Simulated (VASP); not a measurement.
As: relaxation of cell and atoms with LDA

The system is As.

```
As
1.0
     0.00000    2.09161    2.09161
     2.09161    0.00000    2.09161
     2.09161    2.09161    0.00000
As
1
Direct
  0.00000 0.00000 0.00000
```

```json
{
  "Program": "VASP 6.6.1",
  "Task": "relaxation of cell and atoms",
  "Functional": "LDA",
  "Potentials or basis": "VASP PAW LDA potentials, release 64 (As)",
  "Cutoff": "600 eV",
  "k mesh": "13 × 13 × 13",
  "Occupations": "fermi-dirac, width 0.1 eV",
  "Spin": "no spin polarisation",
  "Dipole correction": "no",
  "Further INCAR settings": "ALGO = Normal; EDIFF = 1e-06; IBRION = 2; EDIFFG = -0.01; NSW = 80; ISIF = 3"
}
```

```yaml
Relaxed_volume: 18.20 Å³/atom
Relaxed_cell: a = 2.952 Å, b = 2.952 Å, c = 2.952 Å, α = 60.00°, β = 60.00°, γ = 60.00°
Space_group_after_relaxing_to_0.05_Å: Fm-3m (No. 225)
Energy_gained_by_relaxing: 0.2 meV/atom
Ionic_steps: 3
Pressure_after_relaxing: 0.0 GPa
```

The path:
```
step  energy change (eV)  largest force (eV/Å)  pressure (GPa)  volume (Å³)
   1              0.0000                0.0000           -0.54        18.30
   2             -0.0001                0.0000            0.29        18.14
   3             -0.0002                0.0000            0.00        18.20
```

Final structure:
```
As
1.0
     0.00000    2.08761    2.08761
     2.08761    0.00000    2.08761
     2.08761    2.08761    0.00000
As
1
Direct
  0.00000 0.00000 0.00000
```

Levels at points of the mesh, in eV from the Fermi level:
```csv
k point,band 1,band 2,band 3,band 4,band 5,band 6
"(0.00, 0.00, 0.00)",-15.53,6.07,6.07,6.07,12.63,12.63
```

It took 16 s on 1 thread of Intel Xeon 8259CL (shared host), peak memory 0.14 GiB.
